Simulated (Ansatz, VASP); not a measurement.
One calculation of TiCo, two programs

File INCAR:

```
SYSTEM = TiCo
PREC = Accurate
ENCUT = 520
EDIFF = 1E-6
ISMEAR = 0
SIGMA = 0.1
LREAL = .False.
LASPH = .True.
NELM = 150
ALGO = Fast
ISIF = 2
LWAVE = .False.
LCHARG = .False.
ISPIN = 2
MAGMOM = 0 0.24
LORBIT = 11
LMAXMIX = 4
GGA = PS
NBANDS = 22
```

Contents of KPOINTS:

```
Automatic mesh
0
Gamma
  14 14 14
  0 0 0
```

POSCAR

```
TiCo
1.0
    2.8605030385      0.0000000000      0.0000000000
    0.0000000000      2.8605030385      0.0000000000
    0.0000000000      0.0000000000      2.8605030385
Ti Co
1 1
Direct
    0.0000000000      0.0000000000      0.0000000000
    0.5000000000      0.5000000000      0.5000000000
```

Input for Ansatz:

```yaml
crystal:
  lattice:
    - [2.8605030385, 0.0, 0.0]
    - [0.0, 2.8605030385, 0.0]
    - [0.0, 0.0, 2.8605030385]
  atoms:
    - { symbol: Ti, position: [0.0, 0.0, 0.0] }
    - { symbol: Co, position: [0.5, 0.5, 0.5], spin: 0.24 }
basis:
  ecutwfc: 420
kpoints:
  mp_grid: { grid: [14, 14, 14] }
hamiltonian:
  xc: pbesol
scf:
  occupations: { method: gaussian, width: 0.1 }
output:
  forces: true
  stress: true
  eigenvalues: true
  populations: true
magnetization:
  spin_polarized: true
```

Alike in both runs: task single point; functional PBEsol; k mesh 14 × 14 × 14; occupations gaussian, width 0.1 eV; collinear spin.

```csv
,VASP,Ansatz
version,VASP 6.6.1,Ansatz 0.2.0
potentials or method,"VASP PAW PBE potentials, release 64 (Ti_sv, Co), cutoff 520 eV","scalar-relativistic, plane waves, PAW"
valence electrons in the cell,21,29
```

Ansatz gave:

| Property | Result |
| --- | --- |
| gap on the k mesh at the Fermi level (eV) | none |
| pressure (GPa) | 17.6 |
| net moment per atom (μB) | 0.20 |
| size of the moment on the site where the two differ most (μB) | 0.40 |

Q: Estimate VASP's values.

A: gap on the k mesh at the Fermi level (eV): none; pressure (GPa): 16.8; net moment per atom (μB): 0.18; size of the moment on the site where the two differ most (μB): 0.36.

VASP's potentials were made for PBE, not for PBEsol. Site moments also hang on the region over which each program counts them. A gap of «none» marks a metal or a gap that the smearing closes. VASP's potentials hold 21 valence electrons a cell and Ansatz's 29, so a difference there can come from the potentials and not from the codes.
